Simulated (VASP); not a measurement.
# Pd in VASP: further runs

Aim: see how the results for Pd move with the level of theory and the settings. Levels: PBEsol, r2SCAN. Tasks: single point.

Program: VASP 6.6.1. These are calculated values, not measurements. Logs are shortened: lines on timing, memory, paths and dates and some standing lists are left out, and cuts for length are marked.

## (1) The cell of the first run

The cell holds a slab with vacuum, 9 atoms: a = 2.740 Å, b = 2.740 Å, c = 33.896 Å, α = 90.00°, β = 90.00°, γ = 60.00°.

## (2) Single point, PBEsol

Input file INCAR:

```
SYSTEM = Pd
PREC = Accurate
ENCUT = 520
EDIFF = 1E-7
ISMEAR = 1
SIGMA = 0.1
LREAL = .FALSE.
LASPH = .TRUE.
NELM = 80
ALGO = Normal
ISIF = 2
LWAVE = .FALSE.
LCHARG = .TRUE.
LDIPOL = .TRUE.
IDIPOL = 3
DIPOL = 0.5 0.5 0.500
GGA = PS
LELF = .TRUE.
LVHAR = .TRUE.
LVACPOTAV = .TRUE.
NBANDS = 55
```

Input file KPOINTS:

```
regular mesh
0
G
  14 14 1
  0 0 0
```

Input file POSCAR:

```
Pd
1.0
    2.7397185240      0.0000000000      0.0000000000
    1.3698592620      2.3726658410      0.0000000000
    0.0000000000      0.0000000000     33.8957664620
Pd
9
Direct
    0.3333333333      0.3333333333      0.2360176752
    0.6666666667      0.6666666667      0.3020132564
    0.0000000000      0.0000000000      0.3680088376
    0.3333333333      0.3333333333      0.4340044188
    0.6666666667      0.6666666667      0.5000000000
    0.0000000000      0.0000000000      0.5659955812
    0.3333333333      0.3333333333      0.6319911624
    0.6666666667      0.6666666667      0.6979867436
    0.0000000000      0.0000000000      0.7639823248
```

Potentials or basis: VASP PAW PBE potentials, release 64 (Pd).

Command:

```console
$ cat potpaw_PBE.64/Pd/POTCAR > POTCAR
$ mpirun -np 1 vasp_std > vasp.out
```

OUTCAR:

```text
SYSTEM = Pd
   PREC = Accurate
   ENCUT = 520
   EDIFF = 1E-7
   ISMEAR = 1
   LREAL = .FALSE.
   LASPH = .TRUE.
   NELM = 80
   ISIF = 2
   GGA = PS

 ion  position               nearest neighbor table
   1  0.333  0.333  0.236-   2 2.74   2 2.74   2 2.74
   2  0.667  0.667  0.302-   1 2.74   1 2.74   3 2.74   3 2.74   3 2.74   1 2.74
   3  0.000  0.000  0.368-   2 2.74   4 2.74   2 2.74   4 2.74   2 2.74   4 2.74
   4  0.333  0.333  0.434-   5 2.74   3 2.74   5 2.74   3 2.74   3 2.74   5 2.74
   5  0.667  0.667  0.500-   4 2.74   4 2.74   6 2.74   6 2.74   6 2.74   4 2.74
   6  0.000  0.000  0.566-   5 2.74   7 2.74   5 2.74   7 2.74   5 2.74   7 2.74
   7  0.333  0.333  0.632-   8 2.74   6 2.74   8 2.74   6 2.74   6 2.74   8 2.74
   8  0.667  0.667  0.698-   7 2.74   7 2.74   9 2.74   9 2.74   9 2.74   7 2.74
   9  0.000  0.000  0.764-   8 2.74   8 2.74   8 2.74

  LATTYP: Found a hexagonal cell.
 ALAT       =     2.7397185240
 C/A-ratio  =    12.3719886423

  Lattice vectors:

 A1 = (  -1.3698592620,  -2.3726658410,   0.0000000000)
 A2 = (   2.7397185240,   0.0000000000,   0.0000000000)
 A3 = (   0.0000000000,   0.0000000000,  33.8957664620)

Analysis of symmetry for initial positions (statically):
=====================================================================
 Subroutine PRICEL returns:
 Original cell was already a primitive cell.

 Routine SETGRP: Setting up the symmetry group for a
 hexagonal supercell.

 Subroutine GETGRP returns: Found 12 space group operations
 (whereof  6 operations were pure point group operations)
 out of a pool of 24 trial point group operations.

The static configuration has the point symmetry C_3v.
 The point group associated with its full space group is D_3d.

Analysis of symmetry for dynamics (positions and initial velocities):
=====================================================================
 Subroutine PRICEL returns:
 Original cell was already a primitive cell.

 Routine SETGRP: Setting up the symmetry group for a
 hexagonal supercell.

 Subroutine GETGRP returns: Found 12 space group operations
 (whereof  6 operations were pure point group operations)
 out of a pool of 24 trial point group operations.

The dynamic configuration has the point symmetry C_3v.
 The point group associated with its full space group is D_3d.

 Subroutine INISYM returns: Found 12 space group operations
 (whereof  6 operations are pure point group operations),
 and found     1 'primitive' translations

----------------------------------------------------------------------------------------

                                     Primitive cell

  volume of cell :     220.3373

  direct lattice vectors                    reciprocal lattice vectors
     2.739718524  0.000000000  0.000000000     0.365001000 -0.210733425  0.000000000
     1.369859262  2.372665841  0.000000000     0.000000000  0.421466851  0.000000000
     0.000000000  0.000000000 33.895766462     0.000000000  0.000000000  0.029502209

  length of vectors
     2.739718524  2.739718524 33.895766462     0.421466851  0.421466851  0.029502209

  position of ions in fractional coordinates (direct lattice)
     0.333333333  0.333333333  0.236017675
     0.666666667  0.666666667  0.302013256
     0.000000000  0.000000000  0.368008838
     0.333333333  0.333333333  0.434004419
     0.666666667  0.666666667  0.500000000
     0.000000000  0.000000000  0.565995581
     0.333333333  0.333333333  0.631991162
     0.666666667  0.666666667  0.697986744
     0.000000000  0.000000000  0.763982325

  ion indices of the primitive-cell ions
   primitive index   ion index
                 1           1
                 2           2
                 3           3
                 4           4
                 5           5
                 6           6
                 7           7
                 8           8
                 9           9

----------------------------------------------------------------------------------------

 KPOINTS: regular mesh

Automatic generation of k-mesh.
 Grid dimensions read from file:
 generate k-points for:   14   14    1

 Generating k-lattice:

  Cartesian coordinates                     Fractional coordinates (reciprocal lattice)
     0.026071500 -0.015052388  0.000000000     0.071428571  0.000000000  0.000000000
     0.000000000  0.030104775  0.000000000     0.000000000  0.071428571  0.000000000
     0.000000000  0.000000000  0.029502209     0.000000000  0.000000000  1.000000000

  Length of vectors
     0.030104775  0.030104775  0.029502209

  Shift w.r.t. Gamma in fractional coordinates (k-lattice)
     0.000000000  0.000000000  0.000000000

 Subroutine IBZKPT returns following result:
 ===========================================

 Found     24 irreducible k-points:

 Following reciprocal coordinates:
            Coordinates               Weight
  0.000000  0.000000  0.000000      1.000000
  0.071429  0.000000  0.000000      6.000000
  0.142857  0.000000  0.000000      6.000000
  0.214286  0.000000  0.000000      6.000000
  0.285714  0.000000  0.000000      6.000000
  0.357143  0.000000  0.000000      6.000000
[... 16 lines left out ...]
 -0.428571  0.285714  0.000000      6.000000
 -0.357143  0.285714  0.000000      6.000000
   k-points           NKPTS =     24   k-points in BZ     NKDIM =     24   number of bands    NBANDS=     55
   number of dos      NEDOS =    301   number of ions     NIONS =      9
   total plane-waves  NPLWV = 100800
   dimension x,y,z NGX =    20 NGY =   20 NGZ =  252
   dimension x,y,z NGXF=    40 NGYF=   40 NGZF=  504
   ions per type =               9
   NGX,Y,Z   is equivalent  to a cutoff of  12.14, 12.14, 12.36 a.u.
   NGXF,Y,Z  is equivalent  to a cutoff of  24.27, 24.27, 24.72 a.u.
 SYSTEM =  Pd
   PREC   = accura    normal or accurate (medium, high low for compatibility)
   ISTART =      0    job   : 0-new  1-cont  2-samecut
   ICHARG =      2    charge: 1-file 2-atom 10-const
   ISPIN  =      1    spin polarized calculation?
   LNONCOLLINEAR =      F non collinear calculations
   LSORBIT =      F    spin-orbit coupling
   LASPH  =      T    aspherical Exc in radial PAW
   ENCUT  =  520.0 eV  38.22 Ry    6.18 a.u.   5.09  5.09 63.02*2*pi/ulx,y,z
   NELM   =     80;   NELMIN=  2; NELMDL= -5     # of ELM steps
   EDIFF  = 0.1E-06   stopping-criterion for ELM
   LREAL  =      F    real-space projection
   EDIFFG = 0.1E-05   stopping-criterion for IOM
   NSW    =      0    number of steps for IOM
   IBRION =     -1    ionic relax: 0-MD 1-quasi-New 2-CG
   NFREE  =      0    steps in history (QN), initial steepest desc. (CG)
   ISIF   =      2    stress and relaxation
   ISYM   =      2    0-nonsym 1-usesym 2-fastsym
   POTIM  = 0.5000    time-step for ionic-motion
   TEBEG  =    0.0;   TEEND  =   0.0 temperature during run
   PSTRESS=    0.0 pullay stress
   NELECT =      90.0000    total number of electrons
   NUPDOWN=      -1.0000    fix difference up-down
   EMIN   =  10.00;   EMAX   =-10.00  energy-range for DOS
   EFERMI =   0.00;   METHOD = LEGACY
   ISMEAR =     1;   SIGMA  =   0.10  broadening in eV -4-tet -1-fermi 0-gaus
   EFERMI_NEDOS =   21; number of points for ismear=-14 and -15
   IALGO  =     38    algorithm
   IMIX   =      4    mixing-type and parameters
     AMIX     =   0.40;   BMIX     =  1.00
     AMIX_MAG =   1.60;   BMIX_MAG =  1.00
  volume/ion in A,a.u.               =      24.48       165.21
  Fermi-wavevector in a.u.,A,eV,Ry     =   1.214674  2.295401 20.074478  1.475433
  Thomas-Fermi vector in A             =   2.350086
   LORBIT       =      0    0 simple, 1 ext, 2 COOP (PROOUT), +10 PAW based schemes
   GGA     = PS    functional components
   LHFCALC =     F    Hartree Fock is set to
   AEXX    =    0.0000 exact exchange contribution
   IVDW    =     0    specifies the selected vdW correction
   LEPSILON=     F    determine dielectric tensor
   LRPA    =     F    only Hartree local field effects (RPA)
 non-spin polarized calculation
 Methfessel and Paxton  Order N= 1 SIGMA  =   0.10
  energy-cutoff  :      520.00
  volume of cell :      220.34
 maximum number of plane-waves:      5969
   NGX = 11   NGY = 11   NGZ =127

 dipolmoment           0.000000      0.000000     -0.000000 electrons x Angstroem

 number of electron      89.9999996 magnetization

 dipolmoment           0.000000      0.000000      0.000001 electrons x Angstroem

 Free energy of the ion-electron system (eV)
  ---------------------------------------------------
  ext. energy  EPLUGINS =         0.00000000
  ---------------------------------------------------
  free energy    TOTEN  =       -52.22676170 eV

  energy without entropy =      -52.21600818  energy(sigma->0) =      -52.22317719

 E-fermi :   3.6770     XC(G=0):  -8.5008

 val. band max:        3.6696228902   @ k =   0.5000   0.0000   0.0000
 cond. band min:       3.6828325690   @ k =   0.5000   0.0000   0.0000
 fundamental gap:      0.0132096789
 Fermi energy:         3.6769731242

 k-point     1 :       0.0000    0.0000    0.0000
  band No.  band energies     occupation
      1      -3.5614      2.00000
      2      -3.2491      2.00000
      3      -2.7741      2.00000
      4      -2.2444      2.00000
      5      -1.8343      2.00000
      6      -1.7450      2.00000
[... 47 lines left out ...]
     54       4.6625     -0.00000
     55       4.8745     -0.00000

 k-point     2 :       0.0714    0.0000    0.0000
  band No.  band energies     occupation
      1      -3.3959      2.00000
      2      -3.0875      2.00000
      3      -2.6171      2.00000
      4      -2.0899      2.00000
      5      -1.6853      2.00000
      6      -1.6161      2.00000
[... 47 lines left out ...]
     54       5.2859     -0.00000
     55       5.5945     -0.00000

 k-point     3 :       0.1429    0.0000    0.0000
  band No.  band energies     occupation
      1      -2.9268      2.00000
      2      -2.6357      2.00000
      3      -2.1892      2.00000
      4      -1.6821      2.00000
      5      -1.3079      2.00000
      6      -1.2916      2.00000
[... 1152 lines left out ...]
 k-point    23 :      -0.4286    0.2857    0.0000
  band No.  band energies     occupation
      1      -0.9491      2.00000
      2      -0.9452      2.00000
      3      -0.7979      2.00000
      4      -0.7832      2.00000
      5      -0.6653      2.00000
      6      -0.5251      2.00000
[... 47 lines left out ...]
     54      11.4141      0.00000
     55      11.5947      0.00000

 k-point    24 :      -0.3571    0.2857    0.0000
  band No.  band energies     occupation
      1      -0.9662      2.00000
      2      -0.7804      2.00000
      3      -0.6814      2.00000
      4      -0.6799      2.00000
      5      -0.5799      2.00000
      6      -0.5278      2.00000
[... 47 lines left out ...]
     54      11.0366      0.00000
     55      11.1100      0.00000

------------------------ aborting loop because EDIFF is reached ----------------------------------------

  FORCE on cell =-STRESS in cart. coord.  units (eV):
  Direction    XX          YY          ZZ          XY          YZ          ZX
  --------------------------------------------------------------------------------------
  -------------------------------------------------------------------------------------
  Total       -2.6262521     -2.6262521     -0.2485600      0.0000000     -0.0000000      0.0000000
  in kB      -19.0967302    -19.0967302     -1.8073979      0.0000000     -0.0000000      0.0000000
  external PRESSURE =     -13.3336194 kB  Pullay stress =       0.0000000 kB

 VOLUME and BASIS-vectors are now :
 -----------------------------------------------------------------------------
  energy-cutoff  :      520.00
  volume of cell :      220.34
      direct lattice vectors                 reciprocal lattice vectors
     2.739718524  0.000000000  0.000000000     0.365001000 -0.210733425  0.000000000
     1.369859262  2.372665841  0.000000000     0.000000000  0.421466851  0.000000000
     0.000000000  0.000000000 33.895766462     0.000000000  0.000000000  0.029502209

 POSITION                                       TOTAL-FORCE (eV/Angst)
 -----------------------------------------------------------------------------------
      1.36986      0.79089      8.00000         0.000000      0.000000     -0.052805
      2.73972      1.58178     10.23697        -0.000000     -0.000000      0.105995
      0.00000      0.00000     12.47394        -0.000000      0.000000     -0.026864
      1.36986      0.79089     14.71091         0.000000      0.000000     -0.009997
      2.73972      1.58178     16.94788        -0.000000      0.000000      0.000000
      0.00000      0.00000     19.18485        -0.000000     -0.000000      0.009997
      1.36986      0.79089     21.42182        -0.000000     -0.000000      0.026864
      2.73972      1.58178     23.65880         0.000000      0.000000     -0.105995
      0.00000      0.00000     25.89577         0.000000     -0.000000      0.052805
 -----------------------------------------------------------------------------------
    total drift:                               -0.000000     -0.000000      0.000146

  FREE ENERGIE OF THE ION-ELECTRON SYSTEM (eV)
  ---------------------------------------------------
  free  energy   TOTEN  =       -52.2267617012 eV

  energy  without entropy=      -52.2160081790  energy(sigma->0) =      -52.22317719

 vacuum level on the upper side and lower side of the slab         9.047         9.047
```

Run time: 8.5 min. Hardware: 1 thread of Intel Xeon 6975P-C (Granite Rapids), shared host; peak memory 0.41 GiB.

What came out:

```yaml
Free_energy: -52.2268 eV
Largest_force: 0.106 eV/Å
Band_gap_on_the_k_mesh: zero (bands 45 and 46 overlap by 1.02 eV)
```

Forces on the atoms (eV/Å):
```
Pd   0.000  0.000 -0.053
Pd   0.000  0.000  0.106
Pd   0.000  0.000 -0.027
Pd   0.000  0.000 -0.010
Pd   0.000  0.000  0.000
Pd   0.000  0.000  0.010
Pd   0.000  0.000  0.027
Pd   0.000  0.000 -0.106
Pd   0.000  0.000  0.053
```

Caveat: the PAW data sets were made with another functional, which shifts forces and pressure a little.

## (3) Single point, r2SCAN

This run uses another cell than the first one: it holds 7 atoms, not 9.

Input file POSCAR:

```
Pd
1.0
    2.7649098490      0.0000000000      0.0000000000
    1.3824549240      2.3944821680      0.0000000000
    0.0000000000      0.0000000000     29.5452366290
Pd
7
Direct
    0.0000000000      0.0000000000      0.2707712279
    0.3333333333      0.3333333333      0.3471808186
    0.6666666667      0.6666666667      0.4235904093
    0.0000000000      0.0000000000      0.5000000000
    0.3333333333      0.3333333333      0.5764095907
    0.6666666667      0.6666666667      0.6528191814
    0.0000000000      0.0000000000      0.7292287721
```

Input file INCAR.step1:

```
PREC = Accurate
ENCUT = 520
ISMEAR = 1
SIGMA = 0.1
LREAL = F
LASPH = T
NELM = 80
LDIPOL = T
IDIPOL = 3
DIPOL = 0.5 0.5 0.500
NBANDS = 44
GGA = PE
ALGO = Normal
EDIFF = 1E-4
LWAVE = T
LCHARG = F
```

Input file INCAR.step2:

```
PREC = Accurate
ENCUT = 520
EDIFF = 1E-6
ISMEAR = 1
SIGMA = 0.1
LREAL = F
LASPH = T
NELM = 80
ALGO = Normal
ISIF = 2
LWAVE = F
LCHARG = F
LDIPOL = T
IDIPOL = 3
DIPOL = 0.5 0.5 0.500
METAGGA = R2SCAN
LMIXTAU = T
NBANDS = 44
ISTART = 1
```

Input file KPOINTS:

```
regular mesh
0
Gamma
  14 14 1
```

Potentials or basis: VASP PAW PBE potentials, release 64 (Pd).

Command:

```console
$ cat potpaw_PBE.64/Pd/POTCAR > POTCAR
$ cp INCAR.step1 INCAR
$ mpirun -np 1 vasp_std > vasp.out
$ cp INCAR.step2 INCAR
$ mpirun -np 1 vasp_std > vasp.out
```

It took 15 min on 1 thread of Intel Xeon 6975P-C (Granite Rapids), shared host; peak memory 0.43 GiB.

Results (log left out):

```
Free energy            : -159.3267 eV
Largest force          : 0.108 eV/Å
Band gap on the k mesh : zero (bands 35 and 36 overlap by 0.98 eV)
```

Forces on the atoms (eV/Å):
```
Pd   0.000  0.000 -0.097
Pd   0.000  0.000  0.108
Pd   0.000  0.000 -0.002
Pd   0.000  0.000  0.000
Pd   0.000  0.000  0.002
Pd   0.000  0.000 -0.108
Pd   0.000  0.000  0.097
```

Levels at points of the mesh, in eV from the Fermi level:
| k point | band 32 | band 33 | band 34 | band 35 | band 36 | band 37 | band 38 | band 39 |
| --- | --- | --- | --- | --- | --- | --- | --- | --- |
| (0.00, 0.00, 0.00) | -1.14 | -0.88 | -0.88 | -0.52 | -0.52 | -0.26 | -0.21 | -0.21 |
| (0.50, 0.00, 0.00) | 0.13 | 0.22 | 0.31 | 0.32 | 1.76 | 2.60 | 3.36 | 3.82 |

Caveat: the PAW data sets were made with another functional, which shifts forces and pressure a little.
